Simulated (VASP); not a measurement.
# Zn (Im-3m) in VASP: notebook, part 2 of 2

VASP 6.6.1.

## 3. Single point, PBE (volume scaled by 0.91)

Contents of INCAR:

```
PREC     = Accurate       # precision mode
ENCUT    = 520            # plane-wave cutoff, eV
EDIFF    = 1E-6           # SCF threshold, eV
ISMEAR   = 0              # smearing method
SIGMA    = 0.1            # smearing width, eV
LREAL    = False          # projectors in reciprocal space
LASPH    = True           # aspherical terms in the spheres
NELM     = 60             # most SCF steps
ALGO     = Fast           # electronic algorithm
ISIF     = 2              # what is computed and relaxed
LWAVE    = False          # write WAVECAR
LCHARG   = False          # write CHGCAR
GGA      = PE             # functional
NBANDS   = 12             # bands
```

Contents of KPOINTS:

```
Automatic mesh
0
Gamma
  18 18 18
```

Contents of POSCAR:

```
Zn
1.0
   -1.5175336847      1.5175336847      1.5175336847
    1.5175336847     -1.5175336847      1.5175336847
    1.5175336847      1.5175336847     -1.5175336847
Zn
1
Direct
    0.0000000000      0.0000000000      0.0000000000
```

Potentials or basis: VASP PAW PBE potentials, release 64 (Zn).

Run with:

```bash
> cat potpaw_PBE.64/Zn/POTCAR > POTCAR
> mpirun -np 1 vasp_std > vasp.out
```

It took 16 s on 1 thread of Intel Xeon 6975P-C, shared host; peak memory 0.15 GiB.

The run converged. Its results:

```yaml
Free_energy: -0.9888 eV
Pressure: 8.4 GPa
Band_gap_on_the_k_mesh: zero (band 6 reaches 8.20 eV, above the bottom of band 7 at 3.04 eV)
```

Levels at points of the mesh, in eV from the Fermi level:
| k point | band 3 | band 4 | band 5 | band 6 | band 7 | band 8 | band 9 | band 10 |
| --- | --- | --- | --- | --- | --- | --- | --- | --- |
| (0.00, 0.00, 0.00) | -8.13 | -8.13 | -7.54 | -7.54 | 20.61 | 20.61 | 20.61 | 21.53 |
| (0.50, 0.00, 0.00) | -7.57 | -7.50 | -7.14 | -3.15 | -0.88 | 12.06 | 13.28 | 16.05 |
| (0.50, 0.50, 0.50) | -7.23 | -7.23 | -7.23 | 4.29 | 4.29 | 4.29 | 8.61 | 8.85 |

## 4. Single point, PBE (volume scaled by 0.94)

Contents of INCAR:

```
ALGO = Fast
EDIFF = 1E-6
ENCUT = 520
GGA = PE
ISIF = 2
ISMEAR = 0
LASPH = True
LCHARG = False
LREAL = False
LWAVE = False
NBANDS = 12
NELM = 80
PREC = Accurate
SIGMA = 0.1
```

Contents of KPOINTS:

```
k-points
0
Gamma
  18 18 18
```

Contents of POSCAR:

```
Zn
1.0
   -1.5340299084      1.5340299084      1.5340299084
    1.5340299084     -1.5340299084      1.5340299084
    1.5340299084      1.5340299084     -1.5340299084
Zn
1
Direct
    0.0000000000      0.0000000000      0.0000000000
```

Run with:

```bash
> cat potpaw_PBE.64/Zn/POTCAR > POTCAR
> mpirun -np 1 vasp_std > vasp.out
```

Run time: 16 s. Hardware: 1 thread of Intel Xeon 6975P-C, shared host; peak memory 0.15 GiB.

Results (log left out):

| Quantity | Value |
| --- | --- |
| Free energy | -1.0084 eV |
| Pressure | 5.2 GPa |
| Band gap on the k mesh | zero (band 6 reaches 7.89 eV, above the bottom of band 7 at 2.72 eV) |

Levels at points of the mesh, in eV from the Fermi level:
```csv
k point,band 3,band 4,band 5,band 6,band 7,band 8,band 9,band 10
"(0.00, 0.00, 0.00)",-8.00,-8.00,-7.44,-7.44,20.07,20.07,20.07,21.27
"(0.50, 0.00, 0.00)",-7.47,-7.40,-7.06,-2.97,-0.91,11.80,13.09,15.79
"(0.50, 0.50, 0.50)",-7.15,-7.15,-7.15,4.26,4.26,4.26,8.22,8.75
```

## 5. Single point, PBE (volume scaled by 0.97)

Contents of INCAR:

```
SYSTEM = Zn
PREC = Accurate
ENCUT = 520
EDIFF = 1E-6
ISMEAR = 0
SIGMA = 0.1
LREAL = .FALSE.
LASPH = .TRUE.
NELM = 80
ALGO = Normal
ISIF = 2
LWAVE = .FALSE.
LCHARG = .FALSE.
GGA = PE
NBANDS = 12
```

Contents of KPOINTS:

```
regular mesh
0
G
  18 18 18
  0 0 0
```

Contents of POSCAR:

```
Zn
1.0
   -1.5501787784      1.5501787784      1.5501787784
    1.5501787784     -1.5501787784      1.5501787784
    1.5501787784      1.5501787784     -1.5501787784
Zn
1
Direct
    0.0000000000      0.0000000000      0.0000000000
```

Potentials or basis: VASP PAW PBE potentials, release 64 (Zn).

Run with:

```bash
> cat potpaw_PBE.64/Zn/POTCAR > POTCAR
> mpirun -np 1 vasp_std > vasp.out
```

OUTCAR:

```text
SYSTEM = Zn
   PREC = Accurate
   ENCUT = 520
   EDIFF = 1E-6
   ISMEAR = 0
   LREAL = .FALSE.
   LASPH = .TRUE.
   NELM = 80
   ISIF = 2
   GGA = PE

 ion  position               nearest neighbor table
   1  0.000  0.000  0.000-

  LATTYP: Found a body centered cubic cell.
 ALAT       =     3.1003575568

  Lattice vectors:

 A1 = (  -1.5501787784,   1.5501787784,   1.5501787784)
 A2 = (   1.5501787784,  -1.5501787784,   1.5501787784)
 A3 = (   1.5501787784,   1.5501787784,  -1.5501787784)

Analysis of symmetry for initial positions (statically):
=====================================================================
 Subroutine PRICEL returns:
 Original cell was already a primitive cell.

 Routine SETGRP: Setting up the symmetry group for a
 body centered cubic supercell.

 Subroutine GETGRP returns: Found 48 space group operations
 (whereof 48 operations were pure point group operations)
 out of a pool of 48 trial point group operations.

The static configuration has the point symmetry O_h .

Analysis of symmetry for dynamics (positions and initial velocities):
[... 159 lines left out ...]
 val. band max:        3.3569142369   @ k =   0.2778   0.2778   0.1111
 cond. band min:       3.4549117037   @ k =  -0.3889   0.5000   0.2778
 fundamental gap:      0.0979974669
 Fermi energy:         3.3659935817

 k-point     1 :       0.0000    0.0000    0.0000
  band No.  band energies     occupation
      1      -7.2804      2.00000
      2      -4.5064      2.00000
      3      -4.5064      2.00000
      4      -4.5064      2.00000
      5      -3.9770      2.00000
      6      -3.9770      2.00000
      7      22.9223      0.00000
      8      22.9223      0.00000
      9      22.9223      0.00000
     10      24.3831      0.00000
     11      24.3831      0.00000
     12      24.3831      0.00000
[... 331 lines left out ...]
 k-point    24 :       0.3889    0.1111    0.0000
  band No.  band energies     occupation
      1      -5.0972      2.00000
      2      -4.7899      2.00000
      3      -4.0319      2.00000
      4      -4.0016      2.00000
      5      -3.7588      2.00000
      6      -0.0540      2.00000
      7       3.8901      0.00000
      8      12.3154      0.00000
      9      15.4243      0.00000
     10      20.5968      0.00000
     11      23.6034      0.00000
     12      28.3797      0.00000

 [... further k-points ...]
[... 5 lines left out ...]
  --------------------------------------------------------------------------------------
  -------------------------------------------------------------------------------------
  Total        0.2410809      0.2410809      0.2410809      0.0000000      0.0000000     -0.0000000
  in kB       25.9219674     25.9219674     25.9219674      0.0000000      0.0000000     -0.0000000
  external PRESSURE =      25.9219674 kB  Pullay stress =       0.0000000 kB

 VOLUME and BASIS-vectors are now :
 -----------------------------------------------------------------------------
  energy-cutoff  :      520.00
  volume of cell :       14.90
      direct lattice vectors                 reciprocal lattice vectors
    -1.550178778  1.550178778  1.550178778     0.000000000  0.322543443  0.322543443
     1.550178778 -1.550178778  1.550178778     0.322543443  0.000000000  0.322543443
     1.550178778  1.550178778 -1.550178778     0.322543443  0.322543443  0.000000000

 POSITION                                       TOTAL-FORCE (eV/Angst)
 -----------------------------------------------------------------------------------
      0.00000      0.00000      0.00000         0.000000      0.000000     -0.000000
 -----------------------------------------------------------------------------------
    total drift:                                0.000000     -0.000000      0.000000

  FREE ENERGIE OF THE ION-ELECTRON SYSTEM (eV)
  ---------------------------------------------------
  free  energy   TOTEN  =        -1.0193928747 eV

  energy  without entropy=       -1.0180600001  energy(sigma->0) =       -1.01872644
```

stdout:

```text
POSCAR found type information on POSCAR Zn
 POSCAR found :  1 types and       1 ions
 scaLAPACK will be used
 LDA part: xc-table for (Slater+PW92), standard interpolation
 POSCAR, INCAR and KPOINTS ok, starting setup
 FFT: planning ... GRIDC
 FFT: planning ... GRID_SOFT
 FFT: planning ... GRID
 WAVECAR not read
 entering main loop
```

Wall time 15 s (1 thread of Intel Xeon 6975P-C, shared host); peak memory 0.14 GiB.

Results:

| Property | Result |
| --- | --- |
| Free energy | -1.0194 eV |
| Pressure | 2.6 GPa |
| Band gap on the k mesh | zero (band 6 reaches 7.60 eV, above the bottom of band 7 at 2.42 eV) |

Levels at points of the mesh, in eV from the Fermi level:
| k point | band 4 | band 5 | band 6 | band 7 | band 8 | band 9 |
| --- | --- | --- | --- | --- | --- | --- |
| (0.00, 0.00, 0.00) | -7.87 | -7.34 | -7.34 | 19.56 | 19.56 | 19.56 |
| (0.50, 0.00, 0.00) | -7.31 | -6.99 | -2.81 | -0.94 | 11.56 | 12.90 |
| (0.50, 0.50, 0.50) | -7.07 | -7.07 | 4.23 | 4.23 | 4.23 | 7.86 |

## 6. The runs side by side

```csv
cell,gap on the mesh (eV),pressure (GPa)
"a = 2.599 Å, angles 109.5°, 1 atom",none,12.3
"a = 2.628 Å, angles 109.5°, 1 atom",none,8.4
"a = 2.657 Å, angles 109.5°, 1 atom",none,5.2
"a = 2.685 Å, angles 109.5°, 1 atom",none,2.6
```

Alike in all rows: task single point; level PBE; potentials or basis VASP PAW PBE potentials, release 64 (Zn); no spin polarisation; k mesh 18 × 18 × 18; cutoff (eV) 520; smearing gaussian 0.1 eV.

Total energies depend on the potentials used, so only differences within one code and one set of settings carry meaning.
